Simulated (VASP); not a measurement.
# Al2Au (Fm-3m) in VASP: single point with LDA

Aim: the single point of Al2Au with LDA.

Everything below comes from runs of VASP 6.6.1. Logs are shortened: lines on timing, memory, paths and dates and some standing lists are left out, and cuts for length are marked.

### Step 1. The cell of the first run

It takes space group Fm-3m (No. 225, cubic). Conventional cell: a = 6.000 Å, b = 6.000 Å, c = 6.000 Å, α = 90.00°, β = 90.00°, γ = 90.00°. Within 3.4 Å of Al (site symmetry -43m) lie 4 Au at 2.60 Å and 6 Al at 3.00 Å. Au (site symmetry m-3m) has 8 Al at 2.60 Å within 3.4 Å.

### Step 2. Single point, LDA

INCAR reads:

```
PREC = Accurate
ENCUT = 520
EDIFF = 1E-7
ISMEAR = 1
SIGMA = 0.1
LREAL = F
LASPH = T
NELM = 60
ALGO = Normal
ISIF = 2
LWAVE = F
LCHARG = F
GGA = CA
NBANDS = 16
```

KPOINTS reads:

```
Automatic mesh
0
Gamma
  7 7 7
```

POSCAR reads:

```
Al2Au
1.0
    0.0000000000      3.0000000000      3.0000000000
    3.0000000000      0.0000000000      3.0000000000
    3.0000000000      3.0000000000      0.0000000000
Al Au
2 1
Direct
    0.2500000000      0.2500000000      0.2500000000
    0.7500000000      0.7500000000      0.7500000000
    0.0000000000      0.0000000000      0.0000000000
```

Potentials or basis: VASP PAW LDA potentials, release 64 (Al, Au).

Command:

```console
cat potpaw_LDA.64/Al/POTCAR potpaw_LDA.64/Au/POTCAR > POTCAR
mpirun -np 1 vasp_std > vasp.out
```

OUTCAR:

```text
PREC = Accurate
   ENCUT = 520
   EDIFF = 1E-7
   ISMEAR = 1
   LREAL = F
   LASPH = T
   NELM = 60
   ISIF = 2
   GGA = CA

 ion  position               nearest neighbor table
   1  0.250  0.250  0.250-   3 2.60   3 2.60   3 2.60   3 2.60   2 3.00   2 3.00   2 3.00   2 3.00
                             2 3.00   2 3.00
   2  0.750  0.750  0.750-   3 2.60   3 2.60   3 2.60   3 2.60   1 3.00   1 3.00   1 3.00   1 3.00
                             1 3.00   1 3.00
   3  0.000  0.000  0.000-   2 2.60   2 2.60   2 2.60   1 2.60   2 2.60   1 2.60   1 2.60   1 2.60

  LATTYP: Found a face centered cubic cell.
 ALAT       =     6.0000000000

  Lattice vectors:

 A1 = (   0.0000000000,   3.0000000000,   3.0000000000)
 A2 = (   3.0000000000,   0.0000000000,   3.0000000000)
 A3 = (   3.0000000000,   3.0000000000,   0.0000000000)

Analysis of symmetry for initial positions (statically):
=====================================================================
 Subroutine PRICEL returns:
 Original cell was already a primitive cell.

 Routine SETGRP: Setting up the symmetry group for a
 face centered cubic supercell.

 Subroutine GETGRP returns: Found 48 space group operations
 (whereof 48 operations were pure point group operations)
 out of a pool of 48 trial point group operations.

The static configuration has the point symmetry O_h .

Analysis of symmetry for dynamics (positions and initial velocities):
=====================================================================
 Subroutine PRICEL returns:
 Original cell was already a primitive cell.

 Routine SETGRP: Setting up the symmetry group for a
 face centered cubic supercell.

 Subroutine GETGRP returns: Found 48 space group operations
 (whereof 48 operations were pure point group operations)
 out of a pool of 48 trial point group operations.

The dynamic configuration has the point symmetry O_h .

 Subroutine INISYM returns: Found 48 space group operations
 (whereof 48 operations are pure point group operations),
 and found     1 'primitive' translations

----------------------------------------------------------------------------------------

                                     Primitive cell

  volume of cell :      54.0000

  direct lattice vectors                    reciprocal lattice vectors
     0.000000000  3.000000000  3.000000000    -0.166666667  0.166666667  0.166666667
     3.000000000  0.000000000  3.000000000     0.166666667 -0.166666667  0.166666667
     3.000000000  3.000000000  0.000000000     0.166666667  0.166666667 -0.166666667

  length of vectors
     4.242640687  4.242640687  4.242640687     0.288675135  0.288675135  0.288675135

  position of ions in fractional coordinates (direct lattice)
     0.250000000  0.250000000  0.250000000
     0.750000000  0.750000000  0.750000000
     0.000000000  0.000000000  0.000000000

  ion indices of the primitive-cell ions
   primitive index   ion index
                 1           1
                 2           2
                 3           3

----------------------------------------------------------------------------------------

 KPOINTS: Automatic mesh

Automatic generation of k-mesh.
 Grid dimensions read from file:
 generate k-points for:    7    7    7

 Generating k-lattice:

  Cartesian coordinates                     Fractional coordinates (reciprocal lattice)
    -0.023809524  0.023809524  0.023809524     0.142857143  0.000000000  0.000000000
     0.023809524 -0.023809524  0.023809524     0.000000000  0.142857143  0.000000000
     0.023809524  0.023809524 -0.023809524     0.000000000  0.000000000  0.142857143

  Length of vectors
     0.041239305  0.041239305  0.041239305

  Shift w.r.t. Gamma in fractional coordinates (k-lattice)
     0.000000000  0.000000000  0.000000000

 Subroutine IBZKPT returns following result:
 ===========================================

 Found     20 irreducible k-points:

 Following reciprocal coordinates:
            Coordinates               Weight
  0.000000  0.000000  0.000000      1.000000
  0.142857  0.000000  0.000000      8.000000
  0.285714  0.000000  0.000000      8.000000
  0.428571  0.000000  0.000000      8.000000
  0.142857  0.142857  0.000000      6.000000
  0.285714  0.142857  0.000000     24.000000
[... 12 lines left out ...]
 -0.428571  0.428571  0.142857     24.000000
 -0.285714  0.428571  0.142857     24.000000
   k-points           NKPTS =     20   k-points in BZ     NKDIM =     20   number of bands    NBANDS=     16
   number of dos      NEDOS =    301   number of ions     NIONS =      3
   total plane-waves  NPLWV =  32768
   dimension x,y,z NGX =    32 NGY =   32 NGZ =   32
   dimension x,y,z NGXF=    64 NGYF=   64 NGZF=   64
   ions per type =               2   1
   NGX,Y,Z   is equivalent  to a cutoff of  12.54, 12.54, 12.54 a.u.
   NGXF,Y,Z  is equivalent  to a cutoff of  25.08, 25.08, 25.08 a.u.
 SYSTEM =  unknown system
   PREC   = accura    normal or accurate (medium, high low for compatibility)
   ISTART =      0    job   : 0-new  1-cont  2-samecut
   ICHARG =      2    charge: 1-file 2-atom 10-const
   ISPIN  =      1    spin polarized calculation?
   LNONCOLLINEAR =      F non collinear calculations
   LSORBIT =      F    spin-orbit coupling
   LASPH  =      T    aspherical Exc in radial PAW
   ENCUT  =  520.0 eV  38.22 Ry    6.18 a.u.   7.89  7.89  7.89*2*pi/ulx,y,z
   NELM   =     60;   NELMIN=  2; NELMDL= -5     # of ELM steps
   EDIFF  = 0.1E-06   stopping-criterion for ELM
   LREAL  =      F    real-space projection
   EDIFFG = 0.1E-05   stopping-criterion for IOM
   NSW    =      0    number of steps for IOM
   IBRION =     -1    ionic relax: 0-MD 1-quasi-New 2-CG
   NFREE  =      0    steps in history (QN), initial steepest desc. (CG)
   ISIF   =      2    stress and relaxation
   ISYM   =      2    0-nonsym 1-usesym 2-fastsym
   POTIM  = 0.5000    time-step for ionic-motion
   TEBEG  =    0.0;   TEEND  =   0.0 temperature during run
   PSTRESS=    0.0 pullay stress
   NELECT =      17.0000    total number of electrons
   NUPDOWN=      -1.0000    fix difference up-down
   EMIN   =  10.00;   EMAX   =-10.00  energy-range for DOS
   EFERMI =   0.00;   METHOD = LEGACY
   ISMEAR =     1;   SIGMA  =   0.10  broadening in eV -4-tet -1-fermi 0-gaus
   EFERMI_NEDOS =   21; number of points for ismear=-14 and -15
   IALGO  =     38    algorithm
   IMIX   =      4    mixing-type and parameters
     AMIX     =   0.40;   BMIX     =  1.00
     AMIX_MAG =   1.60;   BMIX_MAG =  1.00
  volume/ion in A,a.u.               =      18.00       121.47
  Fermi-wavevector in a.u.,A,eV,Ry     =   1.113679  2.104547 16.875035  1.240280
  Thomas-Fermi vector in A             =   2.250266
   LORBIT       =      0    0 simple, 1 ext, 2 COOP (PROOUT), +10 PAW based schemes
   GGA     = CA    functional components
   LHFCALC =     F    Hartree Fock is set to
   AEXX    =    0.0000 exact exchange contribution
   IVDW    =     0    specifies the selected vdW correction
   LEPSILON=     F    determine dielectric tensor
   LRPA    =     F    only Hartree local field effects (RPA)
 non-spin polarized calculation
 Methfessel and Paxton  Order N= 1 SIGMA  =   0.10
  energy-cutoff  :      520.00
  volume of cell :       54.00
 maximum number of plane-waves:      1468
   NGX = 15   NGY = 15   NGZ = 15

 number of electron      17.0000001 magnetization

 Free energy of the ion-electron system (eV)
  ---------------------------------------------------
  ext. energy  EPLUGINS =         0.00000000
  ---------------------------------------------------
  free energy    TOTEN  =       -14.27700585 eV

  energy without entropy =      -14.27680744  energy(sigma->0) =      -14.27693972

 E-fermi :   7.5871     XC(G=0): -10.7157

 val. band max:        7.5806033658   @ k =  -0.4286   0.1429   0.0000
 cond. band min:       7.7482462921   @ k =   0.2857   0.1429   0.0000
 fundamental gap:      0.1676429263
 Fermi energy:         7.5871417432

 k-point     1 :       0.0000    0.0000    0.0000
  band No.  band energies     occupation
      1      -2.9490      2.00000
      2       0.9673      2.00000
      3       0.9673      2.00000
      4       0.9673      2.00000
      5       1.9341      2.00000
      6       1.9341      2.00000
[... 8 lines left out ...]
     15      13.2933      0.00000
     16      13.2933      0.00000

 k-point     2 :       0.1429    0.0000    0.0000
  band No.  band energies     occupation
      1      -2.6835      2.00000
      2       0.8848      2.00000
      3       1.0310      2.00000
      4       1.0310      2.00000
      5       1.9229      2.00000
      6       1.9229      2.00000
[... 8 lines left out ...]
     15      12.9490      0.00000
     16      13.0716      0.00000

 k-point     3 :       0.2857    0.0000    0.0000
  band No.  band energies     occupation
      1      -1.9427      2.00000
      2       0.7562      2.00000
      3       1.1500      2.00000
      4       1.1500      2.00000
      5       1.9448      2.00000
      6       1.9448      2.00000
[... 8 lines left out ...]
     15      14.3467      0.00000
     16      14.4066      0.00000

 k-point     4 :       0.4286    0.0000    0.0000
  band No.  band energies     occupation
      1      -1.0767      2.00000
      2       0.9385      2.00000
      3       1.2059      2.00000
      4       1.2059      2.00000
      5       2.0309      2.00000
      6       2.0309      2.00000
[... 8 lines left out ...]
     15      16.0410      0.00000
     16      16.4043      0.00000
[... 248 lines left out ...]
 k-point    18 :      -0.4286    0.2857    0.1429
  band No.  band energies     occupation
      1      -0.3956      2.00000
      2       0.5896      2.00000
      3       1.2740      2.00000
      4       1.4951      2.00000
      5       1.9272      2.00000
      6       2.0342      2.00000
[... 8 lines left out ...]
     15      15.9736      0.00000
     16      17.4825      0.00000

 k-point    19 :      -0.4286    0.4286    0.1429
  band No.  band energies     occupation
      1       0.1694      2.00000
      2       0.3711      2.00000
      3       1.1413      2.00000
      4       1.7071      2.00000
      5       2.0049      2.00000
      6       2.1109      2.00000
[... 8 lines left out ...]
     15      17.2470      0.00000
     16      18.0841      0.00000

 k-point    20 :      -0.2857    0.4286    0.1429
  band No.  band energies     occupation
      1       0.2757      2.00000
      2       0.6209      2.00000
      3       1.2063      2.00000
      4       1.5655      2.00000
      5       1.7062      2.00000
      6       2.2296      2.00000
[... 8 lines left out ...]
     15      17.7356      0.00000
     16      18.1351      0.00000

------------------------ aborting loop because EDIFF is reached ----------------------------------------

  FORCE on cell =-STRESS in cart. coord.  units (eV):
  Direction    XX          YY          ZZ          XY          YZ          ZX
  --------------------------------------------------------------------------------------
  -------------------------------------------------------------------------------------
  Total       -0.8015915     -0.8015915     -0.8015915      0.0000000     -0.0000000     -0.0000000
  in kB      -23.7831815    -23.7831815    -23.7831815      0.0000000     -0.0000000     -0.0000000
  external PRESSURE =     -23.7831815 kB  Pullay stress =       0.0000000 kB

 VOLUME and BASIS-vectors are now :
 -----------------------------------------------------------------------------
  energy-cutoff  :      520.00
  volume of cell :       54.00
      direct lattice vectors                 reciprocal lattice vectors
     0.000000000  3.000000000  3.000000000    -0.166666667  0.166666667  0.166666667
     3.000000000  0.000000000  3.000000000     0.166666667 -0.166666667  0.166666667
     3.000000000  3.000000000  0.000000000     0.166666667  0.166666667 -0.166666667

 POSITION                                       TOTAL-FORCE (eV/Angst)
 -----------------------------------------------------------------------------------
      1.50000      1.50000      1.50000         0.000000     -0.000000      0.000000
      4.50000      4.50000      4.50000        -0.000000      0.000000     -0.000000
      0.00000      0.00000      0.00000         0.000000     -0.000000      0.000000
 -----------------------------------------------------------------------------------
    total drift:                                0.000000     -0.000000      0.000000

  FREE ENERGIE OF THE ION-ELECTRON SYSTEM (eV)
  ---------------------------------------------------
  free  energy   TOTEN  =       -14.2770058515 eV

  energy  without entropy=      -14.2768074443  energy(sigma->0) =      -14.27693972
```

Run time: 30 s. Hardware: 1 thread of AMD EPYC 7R13, shared host; peak memory 0.13 GiB.

Results:

```
Free energy : -14.2770 eV
Pressure    : -2.4 GPa
```

Caveat: spin-orbit coupling is left out, which moves the levels of the heavy elements.
